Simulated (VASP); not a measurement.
# ZrB2 (P6/mmm) in VASP: further runs

ZrB2 is run at these levels: PBE; tasks: single point, relaxation of cell and atoms.

All numbers are computed with VASP 6.6.1; they aren't measurements. Logs are shortened: lines on timing, memory, paths and dates and some standing lists are left out, and cuts for length are marked.

### Step 1. The cell of the first run

Symmetry: P6/mmm, No. 191, hexagonal system. Conventional cell: a = 3.172 Å, b = 3.172 Å, c = 3.541 Å, α = 90.00°, β = 90.00°, γ = 120.00°. Within 3.4 Å of Zr (site symmetry 6/mmm) lie 12 B at 2.55 Å and 6 Zr at 3.17 Å. Within 2.4 Å of B (site symmetry -6m2) lie 3 B at 1.83 Å.

### Step 2. Single point, PBE

INCAR

```
PREC = Accurate
ENCUT = 520
EDIFF = 1E-6
ISMEAR = 0
SIGMA = 0.2
LREAL = False
LASPH = True
NELM = 80
ALGO = Normal
ISIF = 2
LWAVE = False
LCHARG = False
GGA = PE
NBANDS = 16
```

KPOINTS

```
regular mesh
0
Gamma
  16 16 14
```

POSCAR

```
ZrB2
1.0
    3.1716922076      0.0000000000      0.0000000000
   -1.5858461038      2.7467660248      0.0000000000
    0.0000000000      0.0000000000      3.5408634610
Zr B
1 2
Direct
    0.0000000000      0.0000000000      0.0000000000
    0.3333333333      0.6666666667      0.5000000000
    0.6666666667      0.3333333333      0.5000000000
```

Potentials or basis: VASP PAW PBE potentials, release 64 (Zr_sv, B).

Launch:

```sh
cat potpaw_PBE.64/Zr_sv/POTCAR potpaw_PBE.64/B/POTCAR > POTCAR
mpirun -np 1 vasp_std > vasp.out
```

OUTCAR:

```text
PREC = Accurate
   ENCUT = 520
   EDIFF = 1E-6
   ISMEAR = 0
   LREAL = False
   LASPH = True
   NELM = 80
   ISIF = 2
   GGA = PE

 ion  position               nearest neighbor table
   1  0.000  0.000  0.000-   2 2.55   3 2.55   2 2.55   3 2.55   3 2.55   3 2.55   2 2.55   2 2.55
                             3 2.55   3 2.55   2 2.55   2 2.55
   2  0.333  0.667  0.500-   3 1.83   3 1.83   3 1.83   1 2.55   1 2.55   1 2.55   1 2.55   1 2.55
                             1 2.55
   3  0.667  0.333  0.500-   2 1.83   2 1.83   2 1.83   1 2.55   1 2.55   1 2.55   1 2.55   1 2.55
                             1 2.55

  LATTYP: Found a hexagonal cell.
 ALAT       =     3.1716922076
 C/A-ratio  =     1.1163956744

  Lattice vectors:

 A1 = (   3.1716922076,   0.0000000000,   0.0000000000)
 A2 = (  -1.5858461038,   2.7467660248,   0.0000000000)
 A3 = (   0.0000000000,   0.0000000000,   3.5408634610)

Analysis of symmetry for initial positions (statically):
=====================================================================
 Subroutine PRICEL returns:
 Original cell was already a primitive cell.

 Routine SETGRP: Setting up the symmetry group for a
 hexagonal supercell.

 Subroutine GETGRP returns: Found 24 space group operations
 (whereof 24 operations were pure point group operations)
 out of a pool of 24 trial point group operations.

The static configuration has the point symmetry D_6h.

Analysis of symmetry for dynamics (positions and initial velocities):
=====================================================================
 Subroutine PRICEL returns:
 Original cell was already a primitive cell.

 Routine SETGRP: Setting up the symmetry group for a
 hexagonal supercell.

 Subroutine GETGRP returns: Found 24 space group operations
 (whereof 24 operations were pure point group operations)
 out of a pool of 24 trial point group operations.

The dynamic configuration has the point symmetry D_6h.

 Subroutine INISYM returns: Found 24 space group operations
 (whereof 24 operations are pure point group operations),
 and found     1 'primitive' translations

----------------------------------------------------------------------------------------

                                     Primitive cell

  volume of cell :      30.8476

[... 83 lines left out ...]
   ICHARG =      2    charge: 1-file 2-atom 10-const
   ISPIN  =      1    spin polarized calculation?
   LNONCOLLINEAR =      F non collinear calculations
   LSORBIT =      F    spin-orbit coupling
   LASPH  =      T    aspherical Exc in radial PAW
   ENCUT  =  520.0 eV  38.22 Ry    6.18 a.u.   5.90  5.90  6.58*2*pi/ulx,y,z
   NELM   =     80;   NELMIN=  2; NELMDL= -5     # of ELM steps
   EDIFF  = 0.1E-05   stopping-criterion for ELM
   LREAL  =      F    real-space projection
   EDIFFG = 0.1E-04   stopping-criterion for IOM
   NSW    =      0    number of steps for IOM
   IBRION =     -1    ionic relax: 0-MD 1-quasi-New 2-CG
   NFREE  =      0    steps in history (QN), initial steepest desc. (CG)
   ISIF   =      2    stress and relaxation
   ISYM   =      2    0-nonsym 1-usesym 2-fastsym
   POTIM  = 0.5000    time-step for ionic-motion
   TEBEG  =    0.0;   TEEND  =   0.0 temperature during run
   PSTRESS=    0.0 pullay stress
   NELECT =      18.0000    total number of electrons
   NUPDOWN=      -1.0000    fix difference up-down
   EMIN   =  10.00;   EMAX   =-10.00  energy-range for DOS
   EFERMI =   0.00;   METHOD = LEGACY
   ISMEAR =     0;   SIGMA  =   0.20  broadening in eV -4-tet -1-fermi 0-gaus
   EFERMI_NEDOS =   21; number of points for ismear=-14 and -15
   IALGO  =     38    algorithm
   IMIX   =      4    mixing-type and parameters
     AMIX     =   0.40;   BMIX     =  1.00
     AMIX_MAG =   1.60;   BMIX_MAG =  1.00
  volume/ion in A,a.u.               =      10.28        69.39
  Fermi-wavevector in a.u.,A,eV,Ry     =   1.368018  2.585179 25.462927  1.871472
  Thomas-Fermi vector in A             =   2.494019
   LORBIT       =      0    0 simple, 1 ext, 2 COOP (PROOUT), +10 PAW based schemes
   GGA     = PE    functional components
   LHFCALC =     F    Hartree Fock is set to
   AEXX    =    0.0000 exact exchange contribution
   IVDW    =     0    specifies the selected vdW correction
   LEPSILON=     F    determine dielectric tensor
   LRPA    =     F    only Hartree local field effects (RPA)
 non-spin polarized calculation
 Gauss-broadening in eV      SIGMA  =   0.20
  energy-cutoff  :      520.00
  volume of cell :       30.85
 maximum number of plane-waves:       846
 NGX is ok and might be reduce to    24
   NGX = 11   NGY = 11   NGZ = 13

 number of electron      18.0000000 magnetization

 Free energy of the ion-electron system (eV)
  ---------------------------------------------------
  ext. energy  EPLUGINS =         0.00000000
  ---------------------------------------------------
  free energy    TOTEN  =       -24.98127049 eV

  energy without entropy =      -24.97619249  energy(sigma->0) =      -24.97873149

 E-fermi :  10.5258     XC(G=0): -12.4277

 val. band max:       10.5080015235   @ k =   0.0625   0.0625   0.2857
 cond. band min:      10.5318015529   @ k =   0.0625   0.0625   0.4286
 fundamental gap:      0.0238000294
 Fermi energy:        10.5258135735

 k-point     1 :       0.0000    0.0000    0.0000
  band No.  band energies     occupation
      1     -38.1546      2.00000
      2     -16.3419      2.00000
      3     -15.7879      2.00000
      4     -15.7879      2.00000
      5      -2.2282      2.00000
      6       7.8766      2.00000
[... 433 lines left out ...]
      3     -16.1894      2.00000
      4     -16.0922      2.00000
      5       0.2850      2.00000
      6       4.0741      2.00000
[... 8 lines left out ...]
     15      17.9604      0.00000
     16      20.0056      0.00000

 [... further k-points ...]
[... 5 lines left out ...]
  --------------------------------------------------------------------------------------
  -------------------------------------------------------------------------------------
  Total        0.0229035      0.0229035      0.0361314      0.0000000      0.0000000     -0.0000000
  in kB        1.1895717      1.1895717      1.8766067      0.0000000      0.0000000     -0.0000000
  external PRESSURE =       1.4185834 kB  Pullay stress =       0.0000000 kB

 VOLUME and BASIS-vectors are now :
 -----------------------------------------------------------------------------
  energy-cutoff  :      520.00
  volume of cell :       30.85
      direct lattice vectors                 reciprocal lattice vectors
     3.171692208  0.000000000  0.000000000     0.315289106  0.182032250  0.000000000
    -1.585846104  2.746766025  0.000000000     0.000000000  0.364064500  0.000000000
     0.000000000  0.000000000  3.540863461     0.000000000  0.000000000  0.282416990

 POSITION                                       TOTAL-FORCE (eV/Angst)
 -----------------------------------------------------------------------------------
      0.00000      0.00000      0.00000        -0.000000     -0.000000      0.000000
     -0.00000      1.83118      1.77043         0.000000     -0.000000      0.000000
      1.58585      0.91559      1.77043        -0.000000      0.000000      0.000000
 -----------------------------------------------------------------------------------
    total drift:                               -0.000000      0.000000     -0.000000

  FREE ENERGIE OF THE ION-ELECTRON SYSTEM (eV)
  ---------------------------------------------------
  free  energy   TOTEN  =       -24.9812704905 eV

  energy  without entropy=      -24.9761924863  energy(sigma->0) =      -24.97873149
```

Run time: 1.7 min. Hardware: 1 thread of Intel Xeon 8259CL, shared host; peak memory 0.23 GiB.

Results:

```yaml
Free_energy: -24.9813 eV
Pressure: 0.1 GPa
Band_gap_on_the_k_mesh: zero (bands 9 and 10 overlap by 1.06 eV)
```

Levels at points of the mesh, in eV from the Fermi level:
```tsv
k point	band 6	band 7	band 8	band 9	band 10	band 11	band 12	band 13
(0.00, 0.00, 0.00)	-2.65	-2.65	-2.62	-2.40	3.35	3.35	4.11	4.11
(0.50, 0.00, 0.00)	-8.55	-3.93	-3.09	-2.71	2.18	2.26	4.88	4.94
(0.00, 0.00, 0.50)	-6.99	-1.00	-1.00	0.31	0.31	0.74	0.74	1.76
(0.50, 0.00, 0.50)	-7.04	-4.63	-4.15	-2.05	3.67	4.03	5.25	6.15
```

### Step 3. Relaxation of cell and atoms, PBE

This run uses another cell than the first one, of 10.25 Å³/atom.

INCAR

```
PREC = Accurate ; ENCUT = 600
EDIFF = 1E-7 ; ISMEAR = 0
SIGMA = 0.2 ; LREAL = F
LASPH = T ; NELM = 100
ALGO = Normal ; ISIF = 3
LWAVE = F ; LCHARG = F
GGA = PE ; IBRION = 2
NSW = 80 ; EDIFFG = -0.001
```

KPOINTS is that of step 2.

POSCAR

```
ZrB2
1.0
    3.1700000000      0.0000000000      0.0000000000
   -1.5850000000      2.7453005300      0.0000000000
    0.0000000000      0.0000000000      3.5330000000
Zr B
1 2
Direct
    0.0000000000      0.0000000000      0.0000000000
    0.3333333333      0.6666666667      0.5000000000
    0.6666666667      0.3333333333      0.5000000000
```

Potentials or basis: VASP PAW PBE potentials, release 64 (Zr_sv, B).

Launch:

```sh
cat potpaw_PBE.64/Zr_sv/POTCAR potpaw_PBE.64/B/POTCAR > POTCAR
mpirun -np 1 vasp_std > vasp.out
```

Run time: 6.8 min. Hardware: 1 thread of Intel Xeon 8259CL, shared host; peak memory 0.27 GiB.

It converged, with:

```
Free energy                           : -24.9830 eV
Relaxed volume                        : 10.29 Å³/atom
Relaxed cell                          : a = 3.172 Å, b = 3.172 Å, c = 3.542 Å, α = 90.00°, β = 90.00°, γ = 120.00°
Space group after relaxing (to 0.1 Å) : P6/mmm (No. 191)
Energy gained by relaxing             : 0.1 meV/atom
Ionic steps                           : 4
Pressure after relaxing               : 0.0 GPa
Band gap on the k mesh                : zero (bands 9 and 10 overlap by 1.06 eV)
```

The path:
```
step  energy change (eV)  largest force (eV/Å)  pressure (GPa)  volume (Å³)
   1              0.0000                0.0000            0.91        30.75
   2              0.0001                0.0000           -1.07        31.00
   3             -0.0004                0.0000           -0.05        30.87
   4             -0.0004                0.0000            0.00        30.87
```

Final structure:
```yaml
crystal:
  lattice:
    - [3.17206, 0.00000, 0.00000]
    - [-1.58603, 2.74709, 0.00000]
    - [0.00000, 0.00000, 3.54204]
  atoms:
    - { symbol: Zr, position: [0.00000, 0.00000, 0.00000] }
    - { symbol: B, position: [0.33333, 0.66667, 0.50000] }
    - { symbol: B, position: [0.66667, 0.33333, 0.50000] }
```

Levels at points of the mesh, in eV from the Fermi level:
```tsv
k point	band 6	band 7	band 8	band 9	band 10	band 11	band 12	band 13
(0.00, 0.00, 0.00)	-2.65	-2.65	-2.62	-2.40	3.35	3.35	4.11	4.11
(0.50, 0.00, 0.00)	-8.55	-3.93	-3.09	-2.71	2.18	2.26	4.88	4.93
(0.00, 0.00, 0.50)	-6.99	-1.00	-1.00	0.31	0.31	0.74	0.74	1.76
(0.50, 0.00, 0.50)	-7.04	-4.63	-4.15	-2.05	3.66	4.03	5.24	6.14
```

PBE usually gives volumes a little too large and moduli too small. Zero-point motion and thermal expansion aren't in these numbers.
